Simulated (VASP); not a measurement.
Input of a VASP 6.6.1 run:

Contents of INCAR:

```
SYSTEM = GaP
PREC = Accurate
ENCUT = 520
EDIFF = 1E-6
ISMEAR = 0
SIGMA = 0.1
LREAL = .False.
LASPH = .True.
NELM = 80
ALGO = Normal
ISIF = 2
LWAVE = .False.
LCHARG = .False.
GGA = PE
NBANDS = 16
```

KPOINTS

```
Automatic mesh
0
Gamma
  6 6 6
  0 0 0
```

File POSCAR:

```
GaP
1.0
    0.0000000000      2.5566930248      2.5566930248
    2.5566930248      0.0000000000      2.5566930248
    2.5566930248      2.5566930248      0.0000000000
Ga P
1 1
Direct
    0.0000000000      0.0000000000      0.0000000000
    0.2500000000      0.2500000000      0.2500000000
```

Potentials or basis: VASP PAW PBE potentials, release 64 (Ga_d, P).

The run is started by

```console
$ cat potpaw_PBE.64/Ga_d/POTCAR potpaw_PBE.64/P/POTCAR > POTCAR
$ mpirun -np 1 vasp_std > vasp.out
```

(1) Predict the band gap on the k mesh.

(2) Estimate the pressure.

Results:

(1) 1.18 eV, indirect (least direct gap 3.47 eV).

(2) 27.7 GPa.
